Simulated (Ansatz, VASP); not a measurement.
InIrC4N4 in VASP and in Ansatz

```xyz
10
Lattice="0.3667 -0.3710 3.2888 7.2082 0.3236 0.8483 0.3306 7.2037 -0.8453" Properties=species:S:1:pos:R:3 pbc="T T T"
In    4.1362    3.3927    3.2903
Ir    0.0000    0.0000    0.0000
C     2.0500    5.4806    2.0958
C     5.8554    1.6755    1.1961
C     1.7711    1.0327    3.2878
C     6.1343    6.1236    0.0042
N     2.8828    4.6491    1.8878
N     5.0228    2.5074    1.4041
N     2.2330    2.2308   -0.0016
N     5.6725    4.9254    3.2935
```

Change from the starting cell: cell x1, atoms moved at random (sigma 0.05 Å) and cell strained at random (1.5 %), then relaxed without symmetry.

Alike in both runs: functional PBE; k mesh 6 × 4 × 4; occupations gaussian, width 0.2 eV; no spin polarisation.

Ansatz relaxed the structure, and its values are those at the end. VASP's run is a single point on that final structure, the one shown.

|  | VASP | Ansatz |
| --- | --- | --- |
| version | VASP 6.6.1 | Ansatz 0.2.0 |
| potentials or method | VASP PAW PBE potentials, release 64 (In_d, Ir, C, N), cutoff 520 eV | scalar-relativistic, plane waves, PAW |
| valence electrons in the cell | 58 | 66 |

```csv
,VASP,Ansatz,Ansatz less VASP
gap on the k mesh at the Fermi level (eV),0.41,0.42,+0.005
least direct gap on the mesh (eV),0.43,0.43,+0.006
pressure (GPa),0.6,0.0,-0.60
rms of the force components (eV/Å),0.140,0.008,-0.1326
```

One of these differences is far larger than is usual between the two programs; its cause wasn't traced. VASP's potentials hold 58 valence electrons a cell and Ansatz's 66, so a difference there can come from the potentials and not from the codes.

Spin-orbit coupling is off throughout. Noted on VASP's run: the standard files for N, O and F lose accuracy on very short bonds.
